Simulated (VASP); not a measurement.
# W in VASP: further runs

W is run at these levels: PBE; tasks: single point.

Everything below comes from runs of VASP 6.6.1. Logs are shortened: lines on timing, memory, paths and dates and some standing lists are left out, and cuts for length are marked.

### 1 The cell of the first run

The cell holds a slab with vacuum, 9 atoms: a = 3.184 Å, b = 3.184 Å, c = 27.734 Å, α = 90.00°, β = 90.00°, γ = 90.00°.

### 2 Single point, PBE

INCAR

```
SYSTEM = W
PREC     = Accurate       ! precision mode
ENCUT    = 520            ! plane-wave cutoff, eV
EDIFF    = 1E-6           ! SCF threshold, eV
ISMEAR   = 0              ! smearing method
SIGMA    = 0.1            ! smearing width, eV
LREAL    = .False.        ! projectors in reciprocal space
LASPH    = .True.         ! aspherical terms in the spheres
NELM     = 80             ! most SCF steps
ALGO     = Fast           ! electronic algorithm
ISIF     = 2              ! what is computed and relaxed
LWAVE    = .False.        ! write WAVECAR
LCHARG   = .False.        ! write CHGCAR
LDIPOL   = .True.       
IDIPOL   = 3            
DIPOL    = 0.5 0.5 0.500
GGA      = PE             ! functional
NBANDS   = 73             ! bands
```

KPOINTS

```
Automatic mesh
0
Gamma
  11 11 1
  0 0 0
```

POSCAR

```
W
1.0
    3.1835553858      0.0000000000      0.0000000000
    0.0000000000      3.1835553858      0.0000000000
    0.0000000000      0.0000000000     27.7342215430
W
9
Direct
    0.5000000000      0.5000000000      0.2704240315
    0.0000000000      0.0000000000      0.3278180236
    0.5000000000      0.5000000000      0.3852120157
    0.0000000000      0.0000000000      0.4426060079
    0.5000000000      0.5000000000      0.5000000000
    0.0000000000      0.0000000000      0.5573939921
    0.5000000000      0.5000000000      0.6147879843
    0.0000000000      0.0000000000      0.6721819764
    0.5000000000      0.5000000000      0.7295759685
```

Potentials or basis: VASP PAW PBE potentials, release 64 (W_sv).

Launch:

```console
$ cat potpaw_PBE.64/W_sv/POTCAR > POTCAR
$ mpirun -np 1 vasp_std > vasp.out
```

OUTCAR:

```text
SYSTEM = W
   PREC = Accurate
   ENCUT = 520
   EDIFF = 1E-6
   ISMEAR = 0
   LREAL = .False.
   LASPH = .True.
   NELM = 80
   ISIF = 2
   GGA = PE

 ion  position               nearest neighbor table
   1  0.500  0.500  0.270-   2 2.76   2 2.76   2 2.76   2 2.76   3 3.18
   2  0.000  0.000  0.328-   3 2.76   3 2.76   3 2.76   3 2.76   1 2.76   1 2.76   1 2.76   1 2.76
                             4 3.18
   3  0.500  0.500  0.385-   2 2.76   2 2.76   2 2.76   2 2.76   4 2.76   4 2.76   4 2.76   4 2.76
                             1 3.18   5 3.18
   4  0.000  0.000  0.443-   5 2.76   5 2.76   5 2.76   5 2.76   3 2.76   3 2.76   3 2.76   3 2.76
                             6 3.18   2 3.18
   5  0.500  0.500  0.500-   4 2.76   6 2.76   4 2.76   6 2.76   4 2.76   6 2.76   4 2.76   6 2.76
                             3 3.18   7 3.18
   6  0.000  0.000  0.557-   5 2.76   5 2.76   5 2.76   5 2.76   7 2.76   7 2.76   7 2.76   7 2.76
                             4 3.18   8 3.18
   7  0.500  0.500  0.615-   8 2.76   8 2.76   8 2.76   8 2.76   6 2.76   6 2.76   6 2.76   6 2.76
                             9 3.18   5 3.18
   8  0.000  0.000  0.672-   7 2.76   7 2.76   7 2.76   7 2.76   9 2.76   9 2.76   9 2.76   9 2.76
                             6 3.18
   9  0.500  0.500  0.730-   8 2.76   8 2.76   8 2.76   8 2.76   7 3.18

  LATTYP: Found a simple tetragonal cell.
 ALAT       =     3.1835553858
 C/A-ratio  =     8.7117132206

  Lattice vectors:

 A1 = (   3.1835553858,   0.0000000000,   0.0000000000)
 A2 = (   0.0000000000,   3.1835553858,   0.0000000000)
 A3 = (   0.0000000000,   0.0000000000,  27.7342215430)

Analysis of symmetry for initial positions (statically):
=====================================================================
 Subroutine PRICEL returns:
 Original cell was already a primitive cell.

 Routine SETGRP: Setting up the symmetry group for a
 simple tetragonal supercell.

 Subroutine GETGRP returns: Found 16 space group operations
 (whereof 16 operations were pure point group operations)
 out of a pool of 16 trial point group operations.

The static configuration has the point symmetry D_4h.

Analysis of symmetry for dynamics (positions and initial velocities):
=====================================================================
 Subroutine PRICEL returns:
 Original cell was already a primitive cell.

 Routine SETGRP: Setting up the symmetry group for a
 simple tetragonal supercell.

 Subroutine GETGRP returns: Found 16 space group operations
 (whereof 16 operations were pure point group operations)
 out of a pool of 16 trial point group operations.

The dynamic configuration has the point symmetry D_4h.

 Subroutine INISYM returns: Found 16 space group operations
 (whereof 16 operations are pure point group operations),
 and found     1 'primitive' translations

----------------------------------------------------------------------------------------

                                     Primitive cell

  volume of cell :     281.0870

  direct lattice vectors                    reciprocal lattice vectors
     3.183555386  0.000000000  0.000000000     0.314114215  0.000000000  0.000000000
     0.000000000  3.183555386  0.000000000     0.000000000  0.314114215  0.000000000
     0.000000000  0.000000000 27.734221543     0.000000000  0.000000000  0.036056538

  length of vectors
     3.183555386  3.183555386 27.734221543     0.314114215  0.314114215  0.036056538

  position of ions in fractional coordinates (direct lattice)
     0.500000000  0.500000000  0.270424031
     0.000000000  0.000000000  0.327818024
     0.500000000  0.500000000  0.385212016
     0.000000000  0.000000000  0.442606008
     0.500000000  0.500000000  0.500000000
     0.000000000  0.000000000  0.557393992
     0.500000000  0.500000000  0.614787984
     0.000000000  0.000000000  0.672181976
     0.500000000  0.500000000  0.729575969

  ion indices of the primitive-cell ions
   primitive index   ion index
                 1           1
                 2           2
                 3           3
                 4           4
                 5           5
                 6           6
                 7           7
                 8           8
                 9           9

----------------------------------------------------------------------------------------

 KPOINTS: Automatic mesh

Automatic generation of k-mesh.
 Grid dimensions read from file:
 generate k-points for:   11   11    1

 Generating k-lattice:

  Cartesian coordinates                     Fractional coordinates (reciprocal lattice)
     0.028555838  0.000000000  0.000000000     0.090909091  0.000000000  0.000000000
     0.000000000  0.028555838  0.000000000     0.000000000  0.090909091  0.000000000
     0.000000000  0.000000000  0.036056538     0.000000000  0.000000000  1.000000000

  Length of vectors
     0.028555838  0.028555838  0.036056538

  Shift w.r.t. Gamma in fractional coordinates (k-lattice)
     0.000000000  0.000000000  0.000000000

 Subroutine IBZKPT returns following result:
 ===========================================

 Found     21 irreducible k-points:

 Following reciprocal coordinates:
            Coordinates               Weight
  0.000000  0.000000  0.000000      1.000000
  0.090909  0.000000  0.000000      4.000000
  0.181818  0.000000  0.000000      4.000000
  0.272727  0.000000  0.000000      4.000000
  0.363636  0.000000  0.000000      4.000000
  0.454545  0.000000  0.000000      4.000000
[... 13 lines left out ...]
  0.454545  0.363636  0.000000      8.000000
  0.454545  0.454545  0.000000      4.000000
   k-points           NKPTS =     21   k-points in BZ     NKDIM =     21   number of bands    NBANDS=     73
   number of dos      NEDOS =    301   number of ions     NIONS =      9
   total plane-waves  NPLWV = 120960
   dimension x,y,z NGX =    24 NGY =   24 NGZ =  210
   dimension x,y,z NGXF=    48 NGYF=   48 NGZF=  420
   ions per type =               9
   NGX,Y,Z   is equivalent  to a cutoff of  12.53, 12.53, 12.59 a.u.
   NGXF,Y,Z  is equivalent  to a cutoff of  25.07, 25.07, 25.18 a.u.
 SYSTEM =  W
   PREC   = accura    normal or accurate (medium, high low for compatibility)
   ISTART =      0    job   : 0-new  1-cont  2-samecut
   ICHARG =      2    charge: 1-file 2-atom 10-const
   ISPIN  =      1    spin polarized calculation?
   LNONCOLLINEAR =      F non collinear calculations
   LSORBIT =      F    spin-orbit coupling
   LASPH  =      T    aspherical Exc in radial PAW
   ENCUT  =  520.0 eV  38.22 Ry    6.18 a.u.   5.92  5.92 51.57*2*pi/ulx,y,z
   NELM   =     80;   NELMIN=  2; NELMDL= -5     # of ELM steps
   EDIFF  = 0.1E-05   stopping-criterion for ELM
   LREAL  =      F    real-space projection
   EDIFFG = 0.1E-04   stopping-criterion for IOM
   NSW    =      0    number of steps for IOM
   IBRION =     -1    ionic relax: 0-MD 1-quasi-New 2-CG
   NFREE  =      0    steps in history (QN), initial steepest desc. (CG)
   ISIF   =      2    stress and relaxation
   ISYM   =      2    0-nonsym 1-usesym 2-fastsym
   POTIM  = 0.5000    time-step for ionic-motion
   TEBEG  =    0.0;   TEEND  =   0.0 temperature during run
   PSTRESS=    0.0 pullay stress
   NELECT =     126.0000    total number of electrons
   NUPDOWN=      -1.0000    fix difference up-down
   EMIN   =  10.00;   EMAX   =-10.00  energy-range for DOS
   EFERMI =   0.00;   METHOD = LEGACY
   ISMEAR =     0;   SIGMA  =   0.10  broadening in eV -4-tet -1-fermi 0-gaus
   EFERMI_NEDOS =   21; number of points for ismear=-14 and -15
   IALGO  =     68    algorithm
   IMIX   =      4    mixing-type and parameters
     AMIX     =   0.40;   BMIX     =  1.00
     AMIX_MAG =   1.60;   BMIX_MAG =  1.00
  volume/ion in A,a.u.               =      31.23       210.76
  Fermi-wavevector in a.u.,A,eV,Ry     =   1.252905  2.367647 21.358024  1.569770
  Thomas-Fermi vector in A             =   2.386783
   LORBIT       =      0    0 simple, 1 ext, 2 COOP (PROOUT), +10 PAW based schemes
   GGA     = PE    functional components
   LHFCALC =     F    Hartree Fock is set to
   AEXX    =    0.0000 exact exchange contribution
   IVDW    =     0    specifies the selected vdW correction
   LEPSILON=     F    determine dielectric tensor
   LRPA    =     F    only Hartree local field effects (RPA)
 non-spin polarized calculation
 RMM-DIIS sequential band-by-band and
 Gauss-broadening in eV      SIGMA  =   0.10
  energy-cutoff  :      520.00
  volume of cell :      281.09
 maximum number of plane-waves:      7641
 NGX is ok and might be reduce to    24
   NGX = 11   NGY = 11   NGZ =103

 dipolmoment           0.000000      0.000000      0.000000 electrons x Angstroem

 number of electron     125.9999980 magnetization

 dipolmoment           0.000000      0.000000     -0.000000 electrons x Angstroem

 Free energy of the ion-electron system (eV)
  ---------------------------------------------------
  ext. energy  EPLUGINS =         0.00000000
  ---------------------------------------------------
  free energy    TOTEN  =      -111.19765128 eV

  energy without entropy =     -111.15242566  energy(sigma->0) =     -111.17503847

 E-fermi :   3.7459     XC(G=0):  -7.8894

 val. band max:        3.7398255560   @ k =   0.2727   0.2727   0.0000
 cond. band min:       3.7465201611   @ k =   0.3636   0.1818   0.0000
 fundamental gap:      0.0066946050
 Fermi energy:         3.7458549692

 k-point     1 :       0.0000    0.0000    0.0000
  band No.  band energies     occupation
      1     -70.3747      2.00000
      2     -70.3255      2.00000
      3     -70.3072      2.00000
      4     -70.2096      2.00000
      5     -70.2039      2.00000
      6     -70.1765      2.00000
[... 65 lines left out ...]
     72       5.5217      0.00000
     73       5.6214      0.00000

 k-point     2 :       0.0909    0.0000    0.0000
  band No.  band energies     occupation
      1     -70.3708      2.00000
      2     -70.3221      2.00000
      3     -70.3052      2.00000
      4     -70.2075      2.00000
      5     -70.2020      2.00000
      6     -70.1773      2.00000
[... 65 lines left out ...]
     72       5.3619      0.00000
     73       5.4197      0.00000

 k-point     3 :       0.1818    0.0000    0.0000
  band No.  band energies     occupation
      1     -70.3598      2.00000
      2     -70.3127      2.00000
      3     -70.2997      2.00000
      4     -70.2014      2.00000
      5     -70.1966      2.00000
      6     -70.1796      2.00000
[... 1357 lines left out ...]
     72       6.6566      0.00000
     73       6.8865      0.00000

 k-point    21 :       0.4545    0.4545    0.0000
  band No.  band energies     occupation
      1     -70.3102      2.00000
      2     -70.2659      2.00000
      3     -70.2657      2.00000
      4     -70.1953      2.00000
      5     -70.1912      2.00000
      6     -70.1560      2.00000
[... 65 lines left out ...]
     72       6.8342      0.00000
     73       6.9518      0.00000

------------------------ aborting loop because EDIFF is reached ----------------------------------------

 vacuum level on the upper side and lower side of the slab       (xc-potential included)        -0.165        -0.165

  FORCE on cell =-STRESS in cart. coord.  units (eV):
  Direction    XX          YY          ZZ          XY          YZ          ZX
  --------------------------------------------------------------------------------------
  -------------------------------------------------------------------------------------
  Total       -8.4499121     -8.4499121     -5.8866867      0.0000000      0.0000000      0.0000000
  in kB      -48.1639361    -48.1639361    -33.5537221      0.0000000      0.0000000      0.0000000
  external PRESSURE =     -43.2938647 kB  Pullay stress =       0.0000000 kB

 VOLUME and BASIS-vectors are now :
 -----------------------------------------------------------------------------
  energy-cutoff  :      520.00
  volume of cell :      281.09
      direct lattice vectors                 reciprocal lattice vectors
     3.183555386  0.000000000  0.000000000     0.314114215  0.000000000  0.000000000
     0.000000000  3.183555386  0.000000000     0.000000000  0.314114215  0.000000000
     0.000000000  0.000000000 27.734221543     0.000000000  0.000000000  0.036056538

 POSITION                                       TOTAL-FORCE (eV/Angst)
 -----------------------------------------------------------------------------------
      1.59178      1.59178      7.50000        -0.000000      0.000000      1.704888
      0.00000      0.00000      9.09178        -0.000000      0.000000     -1.657907
      1.59178      1.59178     10.68356         0.000000     -0.000000     -0.038077
      0.00000      0.00000     12.27533         0.000000     -0.000000      0.044796
      1.59178      1.59178     13.86711         0.000000     -0.000000      0.000000
      0.00000      0.00000     15.45889         0.000000     -0.000000     -0.044796
      1.59178      1.59178     17.05067         0.000000     -0.000000      0.038077
      0.00000      0.00000     18.64244         0.000000     -0.000000      1.657907
      1.59178      1.59178     20.23422         0.000000      0.000000     -1.704888
 -----------------------------------------------------------------------------------
    total drift:                                0.000000      0.000000     -0.000000

  FREE ENERGIE OF THE ION-ELECTRON SYSTEM (eV)
  ---------------------------------------------------
  free  energy   TOTEN  =      -111.1976512841 eV

  energy  without entropy=     -111.1524256594  energy(sigma->0) =     -111.17503847

 vacuum level on the upper side and lower side of the slab         7.842         7.842
```

Wall time 7.1 min (1 thread of Intel Xeon 6975P-C (Granite Rapids), shared host); peak memory 0.51 GiB.

What came out:

| Quantity | Value |
| --- | --- |
| Free energy | -111.1977 eV |
| Largest force | 1.705 eV/Å |
| Band gap on the k mesh | zero (band 63 reaches 5.51 eV, above the bottom of band 64 at 3.60 eV) |

Forces on the atoms (eV/Å):
```
W    0.000  0.000  1.705
W    0.000  0.000 -1.658
W    0.000  0.000 -0.038
W    0.000  0.000  0.045
W    0.000  0.000  0.000
W    0.000  0.000 -0.045
W    0.000  0.000  0.038
W    0.000  0.000  1.658
W    0.000  0.000 -1.705
```

Levels at points of the mesh, in eV from the Fermi level:
| k point | band 59 | band 60 | band 61 | band 62 | band 63 | band 64 | band 65 | band 66 | band 67 | band 68 |
| --- | --- | --- | --- | --- | --- | --- | --- | --- | --- | --- |
| (0.00, 0.00, 0.00) | -0.57 | -0.55 | -0.55 | -0.22 | -0.21 | -0.03 | -0.03 | 0.04 | 0.06 | 0.77 |

Caveat: spin-orbit coupling is left out, which moves the levels of the heavy elements.

### 3 Single point, PBE

INCAR

```
SYSTEM = W
PREC     = Accurate       ! precision mode
ENCUT    = 520            ! plane-wave cutoff, eV
EDIFF    = 1E-6           ! SCF threshold, eV
ISMEAR   = 0              ! smearing method
SIGMA    = 0.1            ! smearing width, eV
LREAL    = .FALSE.        ! projectors in reciprocal space
LASPH    = .TRUE.         ! aspherical terms in the spheres
NELM     = 60             ! most SCF steps
ALGO     = Fast           ! electronic algorithm
ISIF     = 2              ! what is computed and relaxed
LWAVE    = .FALSE.        ! write WAVECAR
LCHARG   = .FALSE.        ! write CHGCAR
LDIPOL   = .TRUE.       
IDIPOL   = 3            
DIPOL    = 0.5 0.5 0.500
GGA      = PE             ! functional
NBANDS   = 73             ! bands
```

KPOINTS

```
Automatic mesh
0
G
  11 11 1
  0 0 0
```

POSCAR

```
W
1.0
    3.1835553858      0.0000000000      0.0000000000
    0.0000000000      3.1835553858      0.0000000000
    0.0000000000      0.0000000000     27.7342215430
W
9
Direct
    0.5000000000      0.5000000000      0.2764599567
    0.0000000000      0.0000000000      0.3271361749
    0.5000000000      0.5000000000      0.3860823297
    0.0000000000      0.0000000000      0.4427527473
    0.5000000000      0.5000000000      0.5000000000
    0.0000000000      0.0000000000      0.5572472529
    0.5000000000      0.5000000000      0.6139176704
    0.0000000000      0.0000000000      0.6728638252
    0.5000000000      0.5000000000      0.7235400429
```

Potentials or basis: VASP PAW PBE potentials, release 64 (W_sv).

Launch:

```console
$ cat potpaw_PBE.64/W_sv/POTCAR > POTCAR
$ mpirun -np 1 vasp_std > vasp.out
```

OUTCAR:

```text
SYSTEM = W
   PREC = Accurate
   ENCUT = 520
   EDIFF = 1E-6
   ISMEAR = 0
   LREAL = .FALSE.
   LASPH = .TRUE.
   NELM = 60
   ISIF = 2
   GGA = PE

 ion  position               nearest neighbor table
   1  0.500  0.500  0.276-   2 2.65   2 2.65   2 2.65   2 2.65   3 3.04
   2  0.000  0.000  0.327-   1 2.65   1 2.65   1 2.65   1 2.65   3 2.78   3 2.78   3 2.78   3 2.78
                             4 3.21
   3  0.500  0.500  0.386-   4 2.75   4 2.75   4 2.75   4 2.75   2 2.78   2 2.78   2 2.78   2 2.78
                             1 3.04   5 3.16
   4  0.000  0.000  0.443-   3 2.75   3 2.75   3 2.75   3 2.75   5 2.75   5 2.75   5 2.75   5 2.75
                             6 3.18   2 3.21
[... 1826 lines left out ...]
 -----------------------------------------------------------------------------
  energy-cutoff  :      520.00
  volume of cell :      281.09
      direct lattice vectors                 reciprocal lattice vectors
     3.183555386  0.000000000  0.000000000     0.314114215  0.000000000  0.000000000
     0.000000000  3.183555386  0.000000000     0.000000000  0.314114215  0.000000000
     0.000000000  0.000000000 27.734221543     0.000000000  0.000000000  0.036056538

 POSITION                                       TOTAL-FORCE (eV/Angst)
 -----------------------------------------------------------------------------------
      1.59178      1.59178      7.66740        -0.000000      0.000000     -0.048058
      0.00000      0.00000      9.07287         0.000000     -0.000000      0.007463
      1.59178      1.59178     10.70769        -0.000000      0.000000     -0.001724
      0.00000      0.00000     12.27940        -0.000000      0.000000      0.000473
      1.59178      1.59178     13.86711        -0.000000      0.000000      0.000000
      0.00000      0.00000     15.45482         0.000000     -0.000000     -0.000473
      1.59178      1.59178     17.02653        -0.000000     -0.000000      0.001724
      0.00000      0.00000     18.66135        -0.000000     -0.000000     -0.007463
      1.59178      1.59178     20.06682        -0.000000      0.000000      0.048058
 -----------------------------------------------------------------------------------
    total drift:                                0.000000     -0.000000     -0.000002

  FREE ENERGIE OF THE ION-ELECTRON SYSTEM (eV)
  ---------------------------------------------------
  free  energy   TOTEN  =      -111.5456062735 eV

  energy  without entropy=     -111.5228390639  energy(sigma->0) =     -111.53422267

 vacuum level on the upper side and lower side of the slab         7.764         7.764
```

stdout:

```text
POSCAR found type information on POSCAR W
 POSCAR found :  1 types and       9 ions
 scaLAPACK will be used
 LDA part: xc-table for (Slater+PW92), standard interpolation
 POSCAR, INCAR and KPOINTS ok, starting setup
 FFT: planning ... GRIDC
 FFT: planning ... GRID_SOFT
 FFT: planning ... GRID
 WAVECAR not read
 entering main loop
```

Wall time 7.3 min (1 thread of Intel Xeon 6975P-C (Granite Rapids), shared host); peak memory 0.51 GiB.

What came out:

```yaml
Free_energy: -111.5456 eV
Largest_force: 0.048 eV/Å
Band_gap_on_the_k_mesh: zero (band 63 reaches 5.36 eV, above the bottom of band 64 at 3.57 eV)
```

Forces on the atoms (eV/Å):
```
W    0.000  0.000 -0.048
W    0.000  0.000  0.007
W    0.000  0.000 -0.002
W    0.000  0.000  0.000
W    0.000  0.000  0.000
W    0.000  0.000  0.000
W    0.000  0.000  0.002
W    0.000  0.000 -0.007
W    0.000  0.000  0.048
```

Caveat: spin-orbit coupling is left out, which moves the levels of the heavy elements.
